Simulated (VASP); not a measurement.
# WSe2 in VASP: further runs, part 2 of 2

VASP 6.6.1.

**3. Single point, PBE+D3(BJ)**

Input file INCAR:

```
ALGO = Normal ; DIPOL = 0.5 0.5 0.399
EDIFF = 1E-6 ; ENCUT = 520
GGA = PE ; IDIPOL = 3
ISIF = 2 ; ISMEAR = 0
IVDW = 12 ; LASPH = True
LCHARG = True ; LDIPOL = True
LELF = True ; LREAL = False
LVACPOTAV = True ; LVHAR = True
LWAVE = False ; NBANDS = 35
NELM = 60 ; PREC = Accurate
SIGMA = 0.05
```

Input file KPOINTS:

```
k-points
0
Gamma
  9 9 1
```

Input file POSCAR:

```
WSe2
1.0
    3.2854929709      0.0000000000      0.0000000000
   -1.6427464855      2.8453203767      0.0000000000
    0.0000000000      0.0000000000     24.2386466774
Se W
4 2
Direct
    0.3333333333      0.6666666667      0.1856539294
    0.3333333333      0.6666666667      0.3246601777
    1.2222222222     -0.2222222222      0.4735958856
    1.2222222222     -0.2222222222      0.6126021339
    0.6666666667      0.3333333333      0.2551570536
    1.5555555556     -0.5555555556      0.5430990097
```

Potentials or basis: VASP PAW PBE potentials, release 64 (Se, W_sv).

Command:

```console
> cat potpaw_PBE.64/Se/POTCAR potpaw_PBE.64/W_sv/POTCAR > POTCAR
> mpirun -np 1 vasp_std > vasp.out
```

OUTCAR:

```text
EDIFF = 1E-6
   ENCUT = 520
   GGA = PE
   ISIF = 2
   ISMEAR = 0
   IVDW = 12
   LASPH = True
   LREAL = False
   NELM = 60
   PREC = Accurate
 IVDW          = 12

 ion  position               nearest neighbor table
   1  0.333  0.667  0.186-   5 2.54   5 2.54   5 2.54
   2  0.333  0.667  0.325-   5 2.54   5 2.54   5 2.54
   3  0.222  0.778  0.474-   6 2.54   6 2.54   6 2.54
   4  0.222  0.778  0.613-   6 2.54   6 2.54   6 2.54
   5  0.667  0.333  0.255-   2 2.54   2 2.54   2 2.54   1 2.54   1 2.54   1 2.54
   6  0.556  0.444  0.543-   3 2.54   3 2.54   3 2.54   4 2.54   4 2.54   4 2.54

  LATTYP: Found a hexagonal cell.
 ALAT       =     3.2854929709
 C/A-ratio  =     7.3774763459

  Lattice vectors:

 A1 = (   3.2854929709,   0.0000000000,   0.0000000000)
 A2 = (  -1.6427464855,   2.8453203767,   0.0000000000)
 A3 = (   0.0000000000,   0.0000000000,  24.2386466774)

Analysis of symmetry for initial positions (statically):
=====================================================================
 Subroutine PRICEL returns:
 Original cell was already a primitive cell.

 Routine SETGRP: Setting up the symmetry group for a
 hexagonal supercell.

[... 184 lines left out ...]
 k-point     1 :       0.0000    0.0000    0.0000
  band No.  band energies     occupation
      1     -73.1785      2.00000
      2     -73.1764      2.00000
      3     -37.4252      2.00000
      4     -37.4229      2.00000
      5     -37.2899      2.00000
      6     -37.2894      2.00000
[... 901 lines left out ...]
     34       5.6511      0.00000
     35       6.1730      0.00000

 [... further k-points ...]

------------------------ aborting loop because EDIFF is reached ----------------------------------------

 Edisp (eV)   -2.30214

 E8    (eV) :    -1.0580

  FORCE on cell =-STRESS in cart. coord.  units (eV):
  Direction    XX          YY          ZZ          XY          YZ          ZX
  --------------------------------------------------------------------------------------
  -------------------------------------------------------------------------------------
  Total       0.01246    -0.00370     0.05499    -0.01399     0.08757    -0.15167
  in kB       0.08807    -0.02614     0.38879    -0.09891     0.61916    -1.07242
  external pressure =        0.15 kB  Pullay stress =        0.00 kB

 VOLUME and BASIS-vectors are now :
 -----------------------------------------------------------------------------
  energy-cutoff  :      520.00
  volume of cell :      226.59
      direct lattice vectors                 reciprocal lattice vectors
     3.285492971  0.000000000  0.000000000     0.304368327  0.175727136  0.000000000
    -1.642746486  2.845320377  0.000000000     0.000000000  0.351454271  0.000000000
     0.000000000  0.000000000 24.238646677     0.000000000  0.000000000  0.041256429

 POSITION                                       TOTAL-FORCE (eV/Angst)
 -----------------------------------------------------------------------------------
     -0.00000      1.89688      4.50000        -0.000116      0.000067     -0.040597
     -0.00000      1.89688      7.86932         0.028121     -0.016236      0.048462
     -0.54758      2.21303     11.47932        -0.029166      0.016839     -0.049073
     -0.54758      2.21303     14.84865         0.000893     -0.000516      0.040297
      1.64275      0.94844      6.18466         0.007686     -0.004437      0.019933
      1.09516      1.26459     13.16399        -0.007418      0.004283     -0.019021
 -----------------------------------------------------------------------------------
    total drift:                                0.000068     -0.000039     -0.000328

  FREE ENERGIE OF THE ION-ELECTRON SYSTEM (eV)
  ---------------------------------------------------
  free  energy   TOTEN  =       -45.4843230483 eV

  energy  without entropy=      -45.4843230483  energy(sigma->0) =      -45.48432305

 vacuum level on the upper side and lower side of the slab         5.924         5.926
```

OSZICAR:

```text
N       E                     dE             d eps       ncg     rms          rms(c)
DAV:   1     0.473128102511E+03    0.47313E+03   -0.27086E+04  2022   0.130E+03
DAV:   2    -0.132122124007E+02   -0.48634E+03   -0.47197E+03  2220   0.328E+02
DAV:   3    -0.442557495901E+02   -0.31044E+02   -0.30704E+02  2236   0.802E+01
[... 15 lines left out ...]
DAV:  19    -0.431821563905E+02   -0.39997E-04   -0.16272E-06  1472   0.275E-03    0.277E-03
DAV:  20    -0.431821802330E+02   -0.23843E-04   -0.16635E-06  1536   0.243E-03    0.703E-04
DAV:  21    -0.431821831381E+02   -0.29051E-05   -0.13501E-07  1421   0.947E-04    0.453E-04
DAV:  22    -0.431821842127E+02   -0.10746E-05   -0.63075E-08  1084   0.622E-04    0.196E-04
DAV:  23    -0.431821842269E+02   -0.14254E-07   -0.10747E-08  1001   0.285E-04
   1 F= -.45484323E+02 E0= -.45484323E+02  d E =-.442923E-26
```

Wall time 3.8 min (1 thread of Intel Xeon Platinum 8259CL at 2.50GHz (Skylake/Cascade Lake), shared host); peak memory 0.41 GiB.

What came out:

| Property | Result |
| --- | --- |
| Free energy | -45.4843 eV |
| Largest force | 0.060 eV/Å |
| Band gap on the k mesh | 1.53 eV, indirect (least direct gap 1.65 eV) |
| Dispersion energy per atom | -0.384 eV |

Forces in eV/Å, atoms in the order of the input:
```
Se   0.000  0.000 -0.041
Se   0.028 -0.016  0.048
Se  -0.029  0.017 -0.049
Se   0.001 -0.001  0.040
W    0.008 -0.004  0.020
W   -0.007  0.004 -0.019
```

Levels at points of the mesh, in eV from the valence-band top:
```tsv
k point	band 24	band 25	band 26	band 27	band 28	band 29
(0.00, 0.00, 0.00)	-1.19	-0.61	-0.13	2.94	2.95	2.97
```

Caveat: spin-orbit coupling is left out, which moves the levels of the heavy elements.

**4. Single point, PBE+D3(BJ)**

Input file INCAR:

```
ALGO     = Normal         # electronic algorithm
DIPOL    = 0.5 0.5 0.420
EDIFF    = 1E-7           # SCF threshold, eV
ENCUT    = 520            # plane-wave cutoff, eV
GGA      = PE             # functional
IDIPOL   = 3            
ISIF     = 2              # what is computed and relaxed
ISMEAR   = 0              # smearing method
IVDW     = 12             # dispersion correction
LASPH    = T              # aspherical terms in the spheres
LCHARG   = F              # write CHGCAR
LDIPOL   = T            
LREAL    = F              # projectors in reciprocal space
LWAVE    = F              # write WAVECAR
NBANDS   = 35             # bands
NELM     = 100            # most SCF steps
PREC     = Accurate       # precision mode
SIGMA    = 0.05           # smearing width, eV
```

KPOINTS is that of step 3.

Input file POSCAR:

```
WSe2
1.0
    3.2854929709      0.0000000000      0.0000000000
   -1.6427464855      2.8453203767      0.0000000000
    0.0000000000      0.0000000000     24.2386466774
Se W
4 2
Direct
    0.3333333333      0.6666666667      0.1856539294
    0.3333333333      0.6666666667      0.3246601777
    1.2222222222     -0.2222222222      0.5148523144
    1.2222222222     -0.2222222222      0.6538585627
    0.6666666667      0.3333333333      0.2551570536
    1.5555555556     -0.5555555556      0.5843554385
```

Potentials or basis: VASP PAW PBE potentials, release 64 (Se, W_sv).

Command:

```console
> cat potpaw_PBE.64/Se/POTCAR potpaw_PBE.64/W_sv/POTCAR > POTCAR
> mpirun -np 1 vasp_std > vasp.out
```

OUTCAR:

```text
EDIFF = 1E-7
   ENCUT = 520
   GGA = PE
   ISIF = 2
   ISMEAR = 0
   IVDW = 12
   LASPH = T
   LREAL = F
   NELM = 100
   PREC = Accurate
 IVDW          = 12

 ion  position               nearest neighbor table
   1  0.333  0.667  0.186-   5 2.54   5 2.54   5 2.54
   2  0.333  0.667  0.325-   5 2.54   5 2.54   5 2.54
   3  0.222  0.778  0.515-   6 2.54   6 2.54   6 2.54
   4  0.222  0.778  0.654-   6 2.54   6 2.54   6 2.54
   5  0.667  0.333  0.255-   2 2.54   2 2.54   2 2.54   1 2.54   1 2.54   1 2.54
   6  0.556  0.444  0.584-   3 2.54   3 2.54   3 2.54   4 2.54   4 2.54   4 2.54

  LATTYP: Found a hexagonal cell.
 ALAT       =     3.2854929709
 C/A-ratio  =     7.3774763459

  Lattice vectors:

 A1 = (   3.2854929709,   0.0000000000,   0.0000000000)
 A2 = (  -1.6427464855,   2.8453203767,   0.0000000000)
 A3 = (   0.0000000000,   0.0000000000,  24.2386466774)

Analysis of symmetry for initial positions (statically):
=====================================================================
 Subroutine PRICEL returns:
 Original cell was already a primitive cell.

 Routine SETGRP: Setting up the symmetry group for a
[... 189 lines left out ...]
      2     -73.1812      2.00000
      3     -37.4265      2.00000
      4     -37.4264      2.00000
      5     -37.2927      2.00000
      6     -37.2927      2.00000
[... 901 lines left out ...]
     34       5.5730      0.00000
     35       6.3012      0.00000

 [... further k-points ...]

------------------------ aborting loop because EDIFF is reached ----------------------------------------

 vacuum level on the upper side and lower side of the slab       (xc-potential included)        -0.110        -0.108

 Edisp (eV)   -2.16911

 E8    (eV) :    -1.0012

  FORCE on cell =-STRESS in cart. coord.  units (eV):
  Direction    XX          YY          ZZ          XY          YZ          ZX
  --------------------------------------------------------------------------------------
  -------------------------------------------------------------------------------------
  Total       0.06935     0.06890    -0.26087    -0.00039     0.00353    -0.00611
  in kB       0.49038     0.48720    -1.84456    -0.00275     0.02496    -0.04324
  external pressure =       -0.29 kB  Pullay stress =        0.00 kB

 VOLUME and BASIS-vectors are now :
 -----------------------------------------------------------------------------
  energy-cutoff  :      520.00
  volume of cell :      226.59
      direct lattice vectors                 reciprocal lattice vectors
     3.285492971  0.000000000  0.000000000     0.304368327  0.175727136  0.000000000
    -1.642746486  2.845320377  0.000000000     0.000000000  0.351454271  0.000000000
     0.000000000  0.000000000 24.238646677     0.000000000  0.000000000  0.041256429

 POSITION                                       TOTAL-FORCE (eV/Angst)
 -----------------------------------------------------------------------------------
     -0.00000      1.89688      4.50000         0.000010     -0.000006     -0.043210
     -0.00000      1.89688      7.86932         0.000528     -0.000305      0.111271
     -0.54758      2.21303     12.47932        -0.000642      0.000371     -0.111316
     -0.54758      2.21303     15.84865         0.000071     -0.000041      0.043169
      1.64275      0.94844      6.18466         0.000364     -0.000210      0.022429
      1.09516      1.26459     14.16399        -0.000331      0.000191     -0.022344
 -----------------------------------------------------------------------------------
    total drift:                                0.000076     -0.000044     -0.000268

  FREE ENERGIE OF THE ION-ELECTRON SYSTEM (eV)
  ---------------------------------------------------
  free  energy   TOTEN  =       -45.3947966949 eV

  energy  without entropy=      -45.3947966949  energy(sigma->0) =      -45.39479669

 vacuum level on the upper side and lower side of the slab         5.828         5.830
```

OSZICAR:

```text
N       E                     dE             d eps       ncg     rms          rms(c)
DAV:   1     0.462005686635E+03    0.46201E+03   -0.27126E+04  2070   0.130E+03
DAV:   2    -0.136807879873E+02   -0.47569E+03   -0.46166E+03  2214   0.324E+02
DAV:   3    -0.443198678177E+02   -0.30639E+02   -0.30302E+02  2211   0.795E+01
[... 15 lines left out ...]
DAV:  19    -0.432256665777E+02   -0.26244E-04   -0.69040E-07  1704   0.198E-03    0.396E-03
DAV:  20    -0.432256831914E+02   -0.16614E-04   -0.80929E-07  1682   0.258E-03    0.617E-04
DAV:  21    -0.432256852524E+02   -0.20610E-05   -0.65025E-08  1593   0.794E-04    0.452E-04
DAV:  22    -0.432256858393E+02   -0.58690E-06   -0.26120E-08  1253   0.425E-04    0.363E-04
DAV:  23    -0.432256858706E+02   -0.31309E-07   -0.34191E-09  1276   0.215E-04
   1 F= -.45394797E+02 E0= -.45394797E+02  d E =-.303300E-14
```

Run time: 3.9 min. Hardware: 1 thread of Intel Xeon Platinum 8259CL at 2.50GHz (Skylake/Cascade Lake), shared host; peak memory 0.42 GiB.

Results:

* Free energy: -45.3948 eV
* Largest force: 0.111 eV/Å
* Band gap on the k mesh: 1.65 eV, indirect (least direct gap 1.66 eV)
* Dispersion energy per atom: -0.362 eV

Forces on the atoms (eV/Å):
```
Se   0.000  0.000 -0.043
Se   0.001  0.000  0.111
Se  -0.001  0.000 -0.111
Se   0.000  0.000  0.043
W    0.000  0.000  0.022
W    0.000  0.000 -0.022
```

Caveat: spin-orbit coupling is left out, which moves the levels of the heavy elements.

**5. Single point, PBE+D3(BJ)**

Input file INCAR:

```
PREC = Accurate
ENCUT = 520
EDIFF = 1E-6
ISMEAR = 0
SIGMA = 0.05
LREAL = F
LASPH = T
NELM = 60
ALGO = Normal
ISIF = 2
LWAVE = F
LCHARG = T
LDIPOL = T
IDIPOL = 3
DIPOL = 0.5 0.5 0.383
GGA = PE
IVDW = 12
LELF = T
LVHAR = T
LVACPOTAV = T
NBANDS = 35
```

Input file KPOINTS:

```
regular mesh
0
Gamma
  9 9 1
```

Input file POSCAR:

```
WSe2
1.0
    3.2854929709      0.0000000000      0.0000000000
   -1.6427464855      2.8453203767      0.0000000000
    0.0000000000      0.0000000000     24.2386466774
Se W
4 2
Direct
    0.3333333333      0.6666666667      0.1856539294
    0.3333333333      0.6666666667      0.3246601777
    0.5555555556      0.4444444444      0.4405907426
    0.5555555556      0.4444444444      0.5795969909
    0.6666666667      0.3333333333      0.2551570536
    0.8888888889      0.1111111111      0.5100938667
```

Potentials or basis: VASP PAW PBE potentials, release 64 (Se, W_sv).

Command:

```console
> cat potpaw_PBE.64/Se/POTCAR potpaw_PBE.64/W_sv/POTCAR > POTCAR
> mpirun -np 1 vasp_std > vasp.out
```

OUTCAR:

```text
PREC = Accurate
   ENCUT = 520
   EDIFF = 1E-6
   ISMEAR = 0
   LREAL = F
   LASPH = T
   NELM = 60
   ISIF = 2
   GGA = PE
   IVDW = 12
 IVDW          = 12

 ion  position               nearest neighbor table
   1  0.333  0.667  0.186-   5 2.54   5 2.54   5 2.54
   2  0.333  0.667  0.325-   5 2.54   5 2.54   5 2.54
   3  0.556  0.444  0.441-   6 2.54   6 2.54   6 2.54
   4  0.556  0.444  0.580-   6 2.54   6 2.54   6 2.54
   5  0.667  0.333  0.255-   2 2.54   2 2.54   2 2.54   1 2.54   1 2.54   1 2.54
   6  0.889  0.111  0.510-   3 2.54   3 2.54   3 2.54   4 2.54   4 2.54   4 2.54

  LATTYP: Found a hexagonal cell.
 ALAT       =     3.2854929709
 C/A-ratio  =     7.3774763459

  Lattice vectors:

 A1 = (   3.2854929709,   0.0000000000,   0.0000000000)
 A2 = (  -1.6427464855,   2.8453203767,   0.0000000000)
 A3 = (   0.0000000000,   0.0000000000,  24.2386466774)

Analysis of symmetry for initial positions (statically):
=====================================================================
 Subroutine PRICEL returns:
 Original cell was already a primitive cell.

 Routine SETGRP: Setting up the symmetry group for a
 hexagonal supercell.

 Subroutine GETGRP returns: Found  2 space group operations
 (whereof  2 operations were pure point group operations)
 out of a pool of 24 trial point group operations.

The static configuration has the point symmetry C_1h.

Analysis of symmetry for dynamics (positions and initial velocities):
=====================================================================
 Subroutine PRICEL returns:
 Original cell was already a primitive cell.

 Routine SETGRP: Setting up the symmetry group for a
 hexagonal supercell.

 Subroutine GETGRP returns: Found  2 space group operations
 (whereof  2 operations were pure point group operations)
 out of a pool of 24 trial point group operations.

The dynamic configuration has the point symmetry C_1h.

 Subroutine INISYM returns: Found  2 space group operations
 (whereof  2 operations are pure point group operations),
[... 130 lines left out ...]
   AEXX    =    0.0000 exact exchange contribution
   IVDW    =    12    specifies the selected vdW correction
   LEPSILON=     F    determine dielectric tensor
   LRPA    =     F    only Hartree local field effects (RPA)
 non-spin polarized calculation
 Gauss-broadening in eV      SIGMA  =   0.05
  energy-cutoff  :      520.00
  volume of cell :      226.59
 maximum number of plane-waves:      6144
   NGX = 13   NGY = 13   NGZ = 91

 dipolmoment           0.000000      0.000000     -0.000002 electrons x Angstroem

 number of electron      51.9999997 magnetization

 dipolmoment           0.000000      0.000000      0.003420 electrons x Angstroem

 Free energy of the ion-electron system (eV)
  ---------------------------------------------------
  ext. energy  EPLUGINS =         0.00000000
  ---------------------------------------------------
  free energy    TOTEN  =       -42.98879563 eV

  energy without entropy =      -42.98879563  energy(sigma->0) =      -42.98879563

 E-fermi :   1.6073     XC(G=0):  -6.1543

 val. band max:        1.2529736237   @ k =   0.0000   0.0000   0.0000
 cond. band min:       2.3481675033   @ k =   0.2222   0.1111   0.0000
 fundamental gap:      1.0951938795
 Fermi energy:         1.6072970537

 k-point     1 :       0.0000    0.0000    0.0000
  band No.  band energies     occupation
      1     -73.2004      2.00000
      2     -73.1392      2.00000
      3     -37.4508      2.00000
      4     -37.3892      2.00000
      5     -37.3138      2.00000
      6     -37.3097      2.00000
[... 901 lines left out ...]
     34       5.5558      0.00000
     35       6.4605      0.00000

 [... further k-points ...]

------------------------ aborting loop because EDIFF is reached ----------------------------------------

 Edisp (eV)   -2.47250

 E8    (eV) :    -1.1374

  FORCE on cell =-STRESS in cart. coord.  units (eV):
  Direction    XX          YY          ZZ          XY          YZ          ZX
  --------------------------------------------------------------------------------------
  -------------------------------------------------------------------------------------
  Total       0.36241     0.11891     1.47578    -0.21088    -0.53062     0.91906
  in kB       2.56255     0.84078    10.43500    -1.49109    -3.75190     6.49849
  external pressure =        4.61 kB  Pullay stress =        0.00 kB

 VOLUME and BASIS-vectors are now :
 -----------------------------------------------------------------------------
  energy-cutoff  :      520.00
  volume of cell :      226.59
      direct lattice vectors                 reciprocal lattice vectors
     3.285492971  0.000000000  0.000000000     0.304368327  0.175727136  0.000000000
    -1.642746486  2.845320377  0.000000000     0.000000000  0.351454271  0.000000000
     0.000000000  0.000000000 24.238646677     0.000000000  0.000000000  0.041256429

 POSITION                                       TOTAL-FORCE (eV/Angst)
 -----------------------------------------------------------------------------------
     -0.00000      1.89688      4.50000         0.009853     -0.005689     -0.030902
     -0.00000      1.89688      7.86932        -0.225625      0.130265     -0.341828
      1.09516      1.26459     10.67932         0.225344     -0.130103      0.374374
      1.09516      1.26459     14.04865         0.004673     -0.002698      0.044393
      1.64275      0.94844      6.18466        -0.057202      0.033025     -0.048427
      2.73791      0.31615     12.36399         0.042957     -0.024801      0.002389
 -----------------------------------------------------------------------------------
    total drift:                                0.000101     -0.000059     -0.000281

  FREE ENERGIE OF THE ION-ELECTRON SYSTEM (eV)
  ---------------------------------------------------
  free  energy   TOTEN  =       -45.4612944039 eV

  energy  without entropy=      -45.4612944039  energy(sigma->0) =      -45.46129440

 vacuum level on the upper side and lower side of the slab         5.968         5.902
```

It took 2.9 min on 1 thread of Intel Xeon Platinum 8559C (Emerald Rapids), shared host; peak memory 0.41 GiB.

What came out:

| Property | Result |
| --- | --- |
| Free energy | -45.4613 eV |
| Largest force | 0.456 eV/Å |
| Band gap on the k mesh | 1.10 eV, indirect (least direct gap 1.58 eV) |
| Dispersion energy per atom | -0.412 eV |

Forces on the atoms (eV/Å):
```
Se   0.010 -0.006 -0.031
Se  -0.226  0.130 -0.342
Se   0.225 -0.130  0.374
Se   0.005 -0.003  0.044
W   -0.057  0.033 -0.048
W    0.043 -0.025  0.002
```

Caveat: spin-orbit coupling is left out, which moves the levels of the heavy elements.
